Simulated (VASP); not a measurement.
# CuSi16 (a cell with a defect) in VASP: a series of runs

CuSi16 (a cell with a defect) is run at these levels: PBEsol; tasks: single point.

Program: VASP 6.6.1. These are calculated values, not measurements. Logs are shortened: lines on timing, memory, paths and dates and some standing lists are left out, and cuts for length are marked.

### Step 1. The cell of the first run

The cell holds a defect, 17 atoms: a = 7.679 Å, b = 7.679 Å, c = 7.679 Å, α = 60.00°, β = 60.00°, γ = 60.00°.

### Step 2. Single point, PBEsol

INCAR reads:

```
  PREC = Accurate
  ENCUT = 520
  EDIFF = 1E-6
  ISMEAR = -1
  SIGMA = 0.02
  LREAL = Auto
  LASPH = True
  NELM = 80
  ALGO = Normal
  ISIF = 2
  LWAVE = False
  LCHARG = False
  GGA = PS
  NELECT = 74.0
  NBANDS = 52
```

KPOINTS reads:

```
regular mesh
0
Gamma
  2 2 2
```

POSCAR reads:

```
CuSi16
1.0
    0.0000000000      5.4300000000      5.4300000000
    5.4300000000      0.0000000000      5.4300000000
    5.4300000000      5.4300000000      0.0000000000
Si Cu
16 1
Direct
    0.0320810313      0.0600552486      0.0018784530
    0.1137569061      0.2329465930      0.1730939227
   -0.0240791897     -0.1090331492      0.3874309392
    0.0844014733      0.1568139963      0.5622651934
   -0.0712430939      0.6478360958     -0.0214272560
    0.0935451197      0.6746685083      0.1577992634
   -0.0292449355      0.5053775322      0.5167771639
    0.2042909761      0.6961694291      0.6481399632
    0.4083609576     -0.0594843462      0.0512523020
    0.5961049724      0.0922744015      0.2227348066
    0.4170718232     -0.1256169429      0.4897053407
    0.6324309392     -0.0765009208      0.6850828729
    0.4659300184      0.5061878453      0.0939226519
    0.6391436464      0.5845027624      0.2239318600
    0.5467495396      0.4640791897      0.5842633517
    0.6424033149      0.5973388582      0.7412246777
    0.7313351750      0.0704143646      0.8221639042
```

Potentials or basis: VASP PAW PBE potentials, release 64 (Si, Cu).

Run with:

```bash
$ cat potpaw_PBE.64/Si/POTCAR potpaw_PBE.64/Cu/POTCAR > POTCAR
$ mpirun -np 1 vasp_std > vasp.out
```

OUTCAR:

```text
PREC = Accurate
   ENCUT = 520
   EDIFF = 1E-6
   ISMEAR = -1
   LREAL = Auto
   LASPH = True
   NELM = 80
   ISIF = 2
   GGA = PS
   NELECT = 74.0

 ion  position               nearest neighbor table
   1  0.032  0.060  0.002-   6 2.46   3 2.47   2 2.70   9 2.73  10 2.84   4 2.92
   2  0.114  0.233  0.173-   9 2.44   4 2.65   5 2.69   1 2.70   3 2.73
   3  0.976  0.891  0.387-   1 2.47  12 2.48   6 2.55   7 2.63   8 2.69   2 2.73   9 3.09  10 3.12

   4  0.084  0.157  0.562-   7 2.25  11 2.41  17 2.61   2 2.65   1 2.92   8 2.97
   5  0.929  0.648  0.979-  14 2.17   8 2.35   6 2.41   2 2.69  17 2.70
   6  0.094  0.675  0.158-   7 2.28  13 2.37   5 2.41   1 2.46   3 2.55
   7  0.971  0.505  0.517-  16 2.22   4 2.25   6 2.28   3 2.63
   8  0.204  0.696  0.648-  11 2.15  15 2.29   5 2.35   3 2.69   4 2.97
   9  0.408  0.941  0.051-   2 2.44  12 2.49  14 2.50  17 2.57   1 2.73  13 3.00   3 3.09
  10  0.596  0.092  0.223-  11 2.22  13 2.60  17 2.78   1 2.84   3 3.12
  11  0.417  0.874  0.490-   8 2.15  10 2.22   4 2.41  15 2.60  16 2.61  12 2.97  14 3.05
  12  0.632  0.923  0.685-  16 2.29  17 2.41   3 2.48   9 2.49  11 2.97
  13  0.466  0.506  0.094-  16 2.25   6 2.37  14 2.42  10 2.60   9 3.00
  14  0.639  0.585  0.224-   5 2.17  15 2.27  13 2.42   9 2.50  11 3.05
  15  0.547  0.464  0.584-  14 2.27   8 2.29  16 2.43  11 2.60  17 2.70
  16  0.642  0.597  0.741-   7 2.22  13 2.25  12 2.29  15 2.43  11 2.61
  17  0.731  0.070  0.822-  12 2.41   9 2.57   4 2.61  15 2.70   5 2.70  10 2.78

  LATTYP: Found a face centered cubic cell.
 ALAT       =    10.8600000000

  Lattice vectors:

 A1 = (   0.0000000000,   5.4300000000,   5.4300000000)
 A2 = (   5.4300000000,   0.0000000000,   5.4300000000)
 A3 = (   5.4300000000,   5.4300000000,   0.0000000000)

Analysis of symmetry for initial positions (statically):
=====================================================================
 Subroutine PRICEL returns:
 Original cell was already a primitive cell.

 Routine SETGRP: Setting up the symmetry group for a
 face centered cubic supercell.

 Subroutine GETGRP returns: Found  1 space group operations
 (whereof  1 operations were pure point group operations)
 out of a pool of 48 trial point group operations.

The static configuration has the point symmetry C_1 .

Analysis of symmetry for dynamics (positions and initial velocities):
=====================================================================
 Subroutine PRICEL returns:
 Original cell was already a primitive cell.

 Routine SETGRP: Setting up the symmetry group for a
 face centered cubic supercell.

 Subroutine GETGRP returns: Found  1 space group operations
 (whereof  1 operations were pure point group operations)
 out of a pool of 48 trial point group operations.

The dynamic configuration has the point symmetry C_1 .

 Subroutine INISYM returns: Found  1 space group operations
 (whereof  1 operations are pure point group operations),
 and found     1 'primitive' translations

----------------------------------------------------------------------------------------

                                     Primitive cell

  volume of cell :     320.2060

  direct lattice vectors                    reciprocal lattice vectors
     0.000000000  5.430000000  5.430000000    -0.092081031  0.092081031  0.092081031
     5.430000000  0.000000000  5.430000000     0.092081031 -0.092081031  0.092081031
     5.430000000  5.430000000  0.000000000     0.092081031  0.092081031 -0.092081031

  length of vectors
     7.679179644  7.679179644  7.679179644     0.159489025  0.159489025  0.159489025

  position of ions in fractional coordinates (direct lattice)
     0.032081031  0.060055249  0.001878453
     0.113756906  0.232946593  0.173093923
     0.975920810  0.890966851  0.387430939
     0.084401473  0.156813996  0.562265193
     0.928756906  0.647836096  0.978572744
     0.093545120  0.674668508  0.157799263
[... 9 lines left out ...]
     0.642403315  0.597338858  0.741224678
     0.731335175  0.070414365  0.822163904

  ion indices of the primitive-cell ions
   primitive index   ion index
                 1           1
                 2           2
                 3           3
                 4           4
                 5           5
                 6           6
[... 9 lines left out ...]
                16          16
                17          17

----------------------------------------------------------------------------------------

 KPOINTS: regular mesh

Automatic generation of k-mesh.
 Grid dimensions read from file:
 generate k-points for:    2    2    2

 Generating k-lattice:

  Cartesian coordinates                     Fractional coordinates (reciprocal lattice)
    -0.046040516  0.046040516  0.046040516     0.500000000  0.000000000  0.000000000
     0.046040516 -0.046040516  0.046040516     0.000000000  0.500000000  0.000000000
     0.046040516  0.046040516 -0.046040516     0.000000000  0.000000000  0.500000000

[... 83 lines left out ...]
  free energy    TOTEN  =       -92.99550886 eV

  energy without entropy =      -92.98013537  energy(sigma->0) =      -92.98782211

 E-fermi :   6.2817     XC(G=0):  -9.8804

 val. band max:        6.2644088839   @ k =   0.5000   0.5000   0.5000
 cond. band min:       6.2861157819   @ k =   0.5000   0.0000   0.5000
 fundamental gap:      0.0217068979
 Fermi energy:         6.2816706936

 k-point     1 :       0.0000    0.0000    0.0000
  band No.  band energies     occupation
      1      -6.3772      2.00000
      2      -4.4070      2.00000
      3      -3.7163      2.00000
      4      -3.6443      2.00000
      5      -3.1915      2.00000
      6      -2.5816      2.00000
[... 41 lines left out ...]
     48       8.2315      0.00000
     49       8.3928      0.00000

 k-point     2 :       0.5000    0.0000    0.0000
  band No.  band energies     occupation
      1      -5.7753      2.00000
      2      -5.4405      2.00000
      3      -4.1807      2.00000
      4      -3.5991      2.00000
      5      -3.4024      2.00000
      6      -3.0542      2.00000
[... 41 lines left out ...]
     48       9.1539      0.00000
     49       9.3724      0.00000

 k-point     3 :       0.0000    0.5000    0.0000
  band No.  band energies     occupation
      1      -6.0744      2.00000
      2      -4.6774      2.00000
      3      -4.4598      2.00000
      4      -3.6875      2.00000
      5      -3.3898      2.00000
      6      -2.8742      2.00000
[... 41 lines left out ...]
     48       9.1068      0.00000
     49       9.3828      0.00000

 k-point     4 :       0.0000    0.0000    0.5000
  band No.  band energies     occupation
      1      -5.8596      2.00000
      2      -5.3112      2.00000
      3      -4.3085      2.00000
      4      -3.5835      2.00000
      5      -3.0070      2.00000
      6      -2.8695      2.00000
[... 41 lines left out ...]
     48       9.3537      0.00000
     49       9.4302      0.00000

 k-point     5 :       0.5000    0.5000    0.5000
  band No.  band energies     occupation
      1      -5.8312      2.00000
      2      -5.4056      2.00000
      3      -4.1546      2.00000
      4      -3.4632      2.00000
      5      -3.2785      2.00000
      6      -2.9348      2.00000
[... 41 lines left out ...]
     48       9.2211      0.00000
     49       9.4586      0.00000

 k-point     6 :       0.5000    0.5000    0.0000
  band No.  band energies     occupation
      1      -5.7750      2.00000
      2      -5.1226      2.00000
      3      -4.4366      2.00000
      4      -4.0036      2.00000
      5      -3.5232      2.00000
      6      -3.3307      2.00000
[... 41 lines left out ...]
     48       9.1825      0.00000
     49       9.4869      0.00000

 k-point     7 :       0.0000    0.5000    0.5000
  band No.  band energies     occupation
      1      -5.7144      2.00000
      2      -5.1183      2.00000
      3      -4.5566      2.00000
      4      -4.2940      2.00000
      5      -3.2498      2.00000
      6      -3.0698      2.00000
[... 41 lines left out ...]
     48       9.2935      0.00000
     49       9.6629      0.00000

 k-point     8 :       0.5000    0.0000    0.5000
  band No.  band energies     occupation
      1      -5.6460      2.00000
      2      -5.3662      2.00000
      3      -4.4563      2.00000
      4      -3.9058      2.00000
      5      -3.5036      2.00000
      6      -3.1238      2.00000
[... 41 lines left out ...]
     48       9.3882      0.00000
     49       9.5194      0.00000
 [bands above 49 left out]

------------------------ aborting loop because EDIFF is reached ----------------------------------------

  FORCE on cell =-STRESS in cart. coord.  units (eV):
  Direction    XX          YY          ZZ          XY          YZ          ZX
  --------------------------------------------------------------------------------------
  -------------------------------------------------------------------------------------
  Total      -10.0833074    -23.2451384     -2.9213342     -3.2727613      0.1002803     -5.2836278
  in kB      -50.4526645   -116.3089767    -14.6171378    -16.3755324      0.5017610    -26.4370697
  external PRESSURE =     -60.4595930 kB  Pullay stress =       0.0000000 kB

 VOLUME and BASIS-vectors are now :
 -----------------------------------------------------------------------------
  energy-cutoff  :      520.00
  volume of cell :      320.21
      direct lattice vectors                 reciprocal lattice vectors
     0.000000000  5.430000000  5.430000000    -0.092081031  0.092081031  0.092081031
     5.430000000  0.000000000  5.430000000     0.092081031 -0.092081031  0.092081031
     5.430000000  5.430000000  0.000000000     0.092081031  0.092081031 -0.092081031

 POSITION                                       TOTAL-FORCE (eV/Angst)
 -----------------------------------------------------------------------------------
      0.33630      0.18440      0.50030         0.052575      0.086018     -0.178567
      2.20480      1.55760      1.88260        -0.030559      0.136905     -0.585986
      6.94170      7.40300     10.13720         0.777441      0.720761     -0.036280
      3.90460      3.51140      1.30980        -0.503467     -0.178857     -1.285155
      8.83140     10.35680      8.56090        -0.724280      0.704120      1.971298
      4.52030      1.36480      4.17140        -0.389546     -0.499014      0.679095
[... 9 lines left out ...]
      7.26840      7.51310      6.73180         0.114704     -0.688863     -0.287454
      4.84670      8.43550      4.35350         0.161863     -0.007353      0.259904
 -----------------------------------------------------------------------------------
    total drift:                                0.006789     -0.000674      0.002097

  FREE ENERGIE OF THE ION-ELECTRON SYSTEM (eV)
  ---------------------------------------------------
  free  energy   TOTEN  =       -92.9955088593 eV

  energy  without entropy=      -92.9801353655  energy(sigma->0) =      -92.98782211
```

Wall time 9.3 min (1 thread of Intel Xeon 6975P-C (Granite Rapids), shared host); peak memory 0.49 GiB.

What came out:

```
Free energy   : -92.9955 eV
Largest force : 3.524 eV/Å
```

Forces in eV/Å, atoms in the order of the input:
```
Si   0.053  0.086 -0.179
Si  -0.031  0.137 -0.586
Si   0.777  0.721 -0.036
Si  -0.503 -0.179 -1.285
Si  -0.724  0.704  1.971
Si  -0.390 -0.499  0.679
Si   0.200  0.415  0.965
Si  -0.512 -1.957 -2.886
Si  -0.063  0.204  0.393
Si  -0.548 -0.756  2.119
Si   0.731  1.107  1.648
Si   0.363 -0.586  0.852
Si   0.237  1.293 -1.347
Si   0.718 -1.636 -1.655
Si  -0.585  1.641 -0.626
Si   0.115 -0.689 -0.287
Cu   0.162 -0.007  0.260
```

Caveat: the k points lie up to 0.50 Å⁻¹ apart; the cell carries a net charge on a neutralising background, which shifts energy and pressure; the cell is charged against a uniform background, so pressure and absolute levels hang on convention; the atoms stand as in a frame of molecular dynamics; the PAW data sets were made with another functional, which shifts forces and pressure a little.

### Step 3. Single point, PBEsol

INCAR reads:

```
ALGO = Normal ; EDIFF = 1E-6
ENCUT = 520 ; GGA = PS
ISIF = 2 ; ISMEAR = -1
LASPH = T ; LCHARG = F
LREAL = Auto ; LWAVE = F
NBANDS = 52 ; NELECT = 74.0
NELM = 100 ; PREC = Accurate
SIGMA = 0.02
```

KPOINTS reads:

```
k-points
0
Gamma
  2 2 2
```

POSCAR reads:

```
CuSi16
1.0
    0.0000000000      5.4300000000      5.4300000000
    5.4300000000      0.0000000000      5.4300000000
    5.4300000000      5.4300000000      0.0000000000
Si Cu
16 1
Direct
    0.0874953959     -0.0506998158     -0.0393001842
   -0.0345948435      0.2439318600      0.0998618785
   -0.1710681400     -0.0120441989      0.4792449355
    0.1587476980      0.0232228361      0.5572559853
   -0.2789871087      0.7442173112     -0.0112707182
    0.1476795580      0.5833333333     -0.0376979742
   -0.0626795580      0.4196593002      0.3597145488
    0.0634346225      0.6006169429      0.7139871087
    0.2907274401     -0.0183333333      0.1859576427
    0.6686187845     -0.0075506446      0.2506077348
    0.4799907919     -0.2619060773      0.5163443831
    0.4874309392     -0.2264548803      0.8380939227
    0.4116850829      0.3762707182      0.1419429098
    0.6841344383      0.4322744015      0.3421639042
    0.4533885820      0.3746961326      0.7211418048
    0.7792173112      0.4529005525      0.8166390424
    0.6971362799      0.1172283610      0.8565285451
```

Potentials or basis: VASP PAW PBE potentials, release 64 (Si, Cu).

Run with:

```bash
$ cat potpaw_PBE.64/Si/POTCAR potpaw_PBE.64/Cu/POTCAR > POTCAR
$ mpirun -np 1 vasp_std > vasp.out
```

It took 7 min on 1 thread of Intel Xeon 6975P-C (Granite Rapids), shared host; peak memory 0.49 GiB.

It converged, with:

- Free energy: -91.6671 eV
- Largest force: 7.609 eV/Å

Forces on the atoms (eV/Å):
```
Si  -0.322 -0.802 -0.412
Si  -0.498 -0.016  0.288
Si   0.235  0.294  0.011
Si   0.850 -1.018 -0.328
Si   0.561  0.099 -0.239
Si   1.887  1.291 -0.170
Si  -0.137  5.725  5.010
Si  -1.082 -1.524 -0.297
Si   0.158  0.211  0.158
Si  -0.240  0.024  0.468
Si  -0.238  0.455  0.150
Si   0.032 -0.250 -0.087
Si  -0.548  0.557  0.303
Si  -0.164 -5.518 -4.619
Si   0.471 -1.485  0.021
Si  -0.910  0.423 -0.195
Cu  -0.055  1.533 -0.063
```

Levels at points of the mesh, in eV from the Fermi level:
| k point | band 35 | band 36 | band 37 | band 38 | band 39 | band 40 |
| --- | --- | --- | --- | --- | --- | --- |
| (0.00, 0.00, 0.00) | -0.27 | -0.08 | 0.20 | 0.33 | 0.62 | 0.70 |
| (0.50, 0.00, 0.00) | -0.64 | -0.53 | -0.07 | 0.03 | 0.68 | 0.87 |
| (0.00, 0.50, 0.00) | -0.99 | -0.59 | -0.18 | 0.19 | 0.63 | 0.93 |
| (0.00, 0.00, 0.50) | -0.82 | -0.71 | -0.20 | 0.01 | 0.44 | 0.92 |
| (0.50, 0.50, 0.50) | -0.66 | -0.53 | -0.35 | 0.28 | 0.44 | 0.81 |
| (0.50, 0.50, 0.00) | -0.53 | -0.46 | -0.22 | 0.02 | 0.19 | 0.46 |
| (0.00, 0.50, 0.50) | -0.43 | -0.28 | 0.03 | 0.18 | 0.41 | 0.48 |
| (0.50, 0.00, 0.50) | -0.52 | -0.29 | -0.14 | -0.09 | 0.30 | 0.75 |

Caveat: the k points lie up to 0.50 Å⁻¹ apart; the cell carries a net charge on a neutralising background, which shifts energy and pressure; the cell is charged against a uniform background, so pressure and absolute levels hang on convention; the atoms stand as in a frame of molecular dynamics; the PAW data sets were made with another functional, which shifts forces and pressure a little.

### Step 4. Single point, PBEsol

INCAR reads:

```
SYSTEM = CuSi16
PREC = Accurate
ENCUT = 520
EDIFF = 1E-6
ISMEAR = -1
SIGMA = 0.02
LREAL = Auto
LASPH = .TRUE.
NELM = 100
ALGO = Normal
ISIF = 2
LWAVE = .FALSE.
LCHARG = .TRUE.
GGA = PS
LELF = .TRUE.
LVHAR = .TRUE.
NELECT = 74.0
NBANDS = 52
```

KPOINTS reads:

```
Automatic mesh
0
G
  2 2 2
  0 0 0
```

POSCAR reads:

```
CuSi16
1.0
    0.0000000000      5.4300000000      5.4300000000
    5.4300000000      0.0000000000      5.4300000000
    5.4300000000      5.4300000000      0.0000000000
Si Cu
16 1
Direct
    0.0069521179     -0.0186464088      0.0767495396
   -0.0836556169      0.3370810313      0.0969337017
   -0.2168508287      0.0071454880      0.4515469613
   -0.0828360958      0.0195027624      0.7842909761
   -0.4773388582      0.8807090239     -0.1212983425
   -0.0384069982      0.6605985267     -0.2633057090
    0.1576979742      0.1888950276      0.4111970534
    0.1272467772      0.4159208103      0.5333977901
    0.3246316759     -0.3200644567      0.2262154696
    0.6704327808     -0.1013167587      0.2731031308
    0.3633241252     -0.3272651934      0.6096408840
    0.3925414365     -0.4931123389      0.9862615101
    0.5384162063      0.2961510129      0.2732780847
    0.7145027624      0.4198987109      0.4513167587
    0.3134990792      0.2461141805      0.8093554328
    0.8253406998      0.3051749540      0.8876979742
    0.4939410681      0.1469981584      1.0023388582
```

Run with:

```bash
$ cat potpaw_PBE.64/Si/POTCAR potpaw_PBE.64/Cu/POTCAR > POTCAR
$ mpirun -np 1 vasp_std > vasp.out
```

It took 8 min on 1 thread of Intel Xeon 6975P-C (Granite Rapids), shared host; peak memory 0.49 GiB.

It converged, with:

| Item | Value |
| --- | --- |
| Free energy | -92.1200 eV |
| Largest force | 3.942 eV/Å |

Forces on the atoms (eV/Å):
```
Si  -0.886  2.342 -0.229
Si   1.288  1.887  0.954
Si   0.075  0.942 -0.225
Si  -0.765 -0.374 -0.452
Si  -0.634  0.618  0.251
Si   0.409 -0.338  0.157
Si  -1.251 -0.894 -0.856
Si   1.370  0.729  0.909
Si   0.028 -0.292 -0.323
Si   0.187  0.093 -0.586
Si  -0.070  0.275 -0.328
Si  -0.583 -0.772  0.645
Si   0.494 -0.001 -0.192
Si  -0.735  0.190  0.055
Si   0.280 -2.454 -0.343
Si   0.202 -3.925  0.309
Cu   0.590  1.974  0.255
```

Levels at points of the mesh, in eV from the Fermi level:
| k point | band 34 | band 35 | band 36 | band 37 | band 38 | band 39 | band 40 | band 41 |
| --- | --- | --- | --- | --- | --- | --- | --- | --- |
| (0.00, 0.00, 0.00) | -0.32 | -0.11 | -0.01 | 0.13 | 0.37 | 0.49 | 0.56 | 0.69 |
| (0.50, 0.00, 0.00) | -0.99 | -0.86 | -0.60 | -0.09 | 0.04 | 0.36 | 0.82 | 1.03 |
| (0.00, 0.50, 0.00) | -0.94 | -0.71 | -0.53 | -0.35 | 0.21 | 0.58 | 0.71 | 0.98 |
| (0.00, 0.00, 0.50) | -1.01 | -0.96 | -0.43 | -0.28 | 0.11 | 0.54 | 0.74 | 1.11 |
| (0.50, 0.50, 0.50) | -1.13 | -0.81 | -0.41 | -0.21 | -0.18 | 0.51 | 0.75 | 1.05 |
| (0.50, 0.50, 0.00) | -1.01 | -0.73 | -0.63 | -0.32 | 0.02 | 0.49 | 0.67 | 0.82 |
| (0.00, 0.50, 0.50) | -1.10 | -0.42 | -0.16 | -0.02 | 0.09 | 0.29 | 0.54 | 0.72 |
| (0.50, 0.00, 0.50) | -0.69 | -0.57 | -0.32 | -0.18 | 0.02 | 0.21 | 0.53 | 0.64 |

Caveat: the k points lie up to 0.50 Å⁻¹ apart; the cell carries a net charge on a neutralising background, which shifts energy and pressure; the cell is charged against a uniform background, so pressure and absolute levels hang on convention; the atoms stand as in a frame of molecular dynamics; the PAW data sets were made with another functional, which shifts forces and pressure a little.
